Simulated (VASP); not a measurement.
Write the native input for VASP 6.6.1 that does the following.

- Task: single point
- Functional: PBE
- Potentials or basis: VASP PAW PBE potentials, release 64 (Al, O)
- Cutoff: 520 eV
- k mesh: 6 × 6 × 6
- Occupations: gaussian, width 0.02 eV
- Spin: no spin polarisation
- Dipole correction: no
- Further INCAR settings: ALGO = Normal; EDIFF = 1e-07; NBANDS = 35

The structure of Al2O3 lies in POSCAR:

```
Al2O3
1.0
    2.3079896018      1.3325184178      4.1777294820
   -2.3079896018      1.3325184178      4.1777294820
    0.0000000000     -2.6650368359      4.1777294819
Al O
4 6
Direct
    0.3519254479      0.3519254479      0.3519254479
    0.1480745521      0.1480745521      0.1480745521
    0.6480745521      0.6480745521      0.6480745521
    0.8519254479      0.8519254479      0.8519254479
    0.5573495125      0.9426504875      0.2500000000
    0.2500000000      0.5573495125      0.9426504875
    0.9426504875      0.2500000000      0.5573495125
    0.4426504875      0.0573495125      0.7500000000
    0.7500000000      0.4426504875      0.0573495125
    0.0573495125      0.7500000000      0.4426504875
```

One way to write it, as run:

INCAR

```
SYSTEM = Al2O3
PREC = Accurate
ENCUT = 520
EDIFF = 1E-7
ISMEAR = 0
SIGMA = 0.02
LREAL = .False.
LASPH = .True.
NELM = 80
ALGO = Normal
ISIF = 2
LWAVE = .False.
LCHARG = .False.
GGA = PE
NBANDS = 35
```

KPOINTS

```
regular mesh
0
Gamma
  6 6 6
  0 0 0
```

Potentials or basis: VASP PAW PBE potentials, release 64 (Al, O).

Launch:

```console
$ cat potpaw_PBE.64/Al/POTCAR potpaw_PBE.64/O/POTCAR > POTCAR
$ mpirun -np 1 vasp_std > vasp.out
```

It gave:

```json
{"Pressure": "38.0 GPa", "Largest force": "0.006 eV/Å", "Band gap on the k mesh": "7.44 eV"}
```

Caveat: the cell stands under pressure.

It took 59 s on 1 thread of Intel(R) Xeon(R) 6975P-C (Granite Rapids), with other jobs on the host, peak memory 0.25 GiB.
